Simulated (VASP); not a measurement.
Runs of VASP 6.6.1 on Pt. The structure is that of space group Fm-3m (No. 225), or close to it. The cells are those of the table. 

```csv
task,cell,gap on the mesh (eV),pressure (GPa)
relaxation of cell and atoms,"relaxed to 30 GPa from a = 2.772 Å, angles 60.0°, 1 atom",none,30.1
single point,"a = 2.725 Å, angles 60.0°, 1 atom",none,(a)
relaxation of cell and atoms,"relaxed from a = 2.772 Å, angles 60.0°, 1 atom",none,-0.1
single point,"a = 2.681 Å, angles 60.0°, 1 atom",none,31.2
relaxation of cell and atoms,"relaxed to 20 GPa from a = 2.772 Å, angles 60.0°, 1 atom",none,20.0
single point,"a = 2.752 Å, angles 60.0°, 1 atom",none,0.8
relaxation of cell and atoms,"relaxed to 10 GPa from a = 2.772 Å, angles 60.0°, 1 atom",none,9.7
single point,"a = 2.701 Å, angles 60.0°, 1 atom",none,21.0
```

Alike in all rows: level LDA; potentials or basis VASP PAW LDA potentials, release 64 (Pt); no spin polarisation; k mesh 9 × 9 × 9; cutoff (eV) 500; smearing gaussian 0.05 eV.

Fill in the values left out.

(a) 10.9.

Caveats: spin-orbit coupling is left out, which moves the levels of the heavy elements; the cell is relaxed towards a set pressure, so the run minimises the enthalpy, not the energy (at least some runs); the cell stands under pressure (at least some runs).

A k mesh can miss the band edges, and the runs leave out spin-orbit coupling on Pt.

A gap of «none» marks levels without a gap at the run's occupations.
